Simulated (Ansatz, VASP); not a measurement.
One calculation of BAs, two programs

The input INCAR:

```
ALGO = Normal
EDIFF = 1E-8
ENCUT = 520
GGA = CA
ISIF = 2
ISMEAR = -1
LASPH = T
LCHARG = F
LEFG = T
LREAL = F
LWAVE = F
NBANDS = 11
NELM = 80
PREC = Accurate
SIGMA = 0.03
```

File KPOINTS:

```
k-points
0
Gamma
  15 15 15
```

The input POSCAR:

```
BAs
1.0
    0.0000000000      2.3724693156      2.3724693156
    2.3724693156      0.0000000000      2.3724693156
    2.3724693156      2.3724693156      0.0000000000
B As
1 1
Direct
    0.0000000000      0.0000000000      0.0000000000
    0.7500000000      0.7500000000      0.7500000000
```

Input for Ansatz:

```yaml
crystal:
  lattice:
    - [0.0, 2.3724693156, 2.3724693156]
    - [2.3724693156, 0.0, 2.3724693156]
    - [2.3724693156, 2.3724693156, 0.0]
  atoms:
    - { symbol: B, position: [0.0, 0.0, 0.0] }
    - { symbol: As, position: [0.75, 0.75, 0.75] }
kpoints:
  mp_grid: { grid: [15, 15, 15] }
scf:
  occupations: { method: fermi_dirac, width: 0.03 }
hamiltonian:
  xc: lda
  pseudopotentials: { kind: all_electron, datasets: crystal }
output:
  forces: true
  stress: true
  eigenvalues: true
  efg: { contact_densities: true }
```

Change from the starting cell: volume scaled by 0.98, crystal datasets.

Alike in both runs: task electric field gradients; functional LDA; k mesh 15 × 15 × 15; occupations fermi-dirac, width 0.03 eV; no spin polarisation.

```csv
,VASP,Ansatz
version,VASP 6.6.1,Ansatz 0.2.0
potentials or method,"VASP PAW LDA potentials, release 64 (B, As), cutoff 520 eV","all-electron PAW with datasets made for the crystal, scalar-relativistic"
```

```csv
,VASP,Ansatz,Ansatz less VASP
gap on the k mesh at the Fermi level (eV),1.10,1.11,+0.010
pressure (GPa),-0.2,-1.2,-0.92
```

LDA's correlation is that of Perdew and Zunger in VASP and of Perdew and Wang (1992) in Ansatz. Ansatz ran all-electron here, and VASP with PAW potentials.
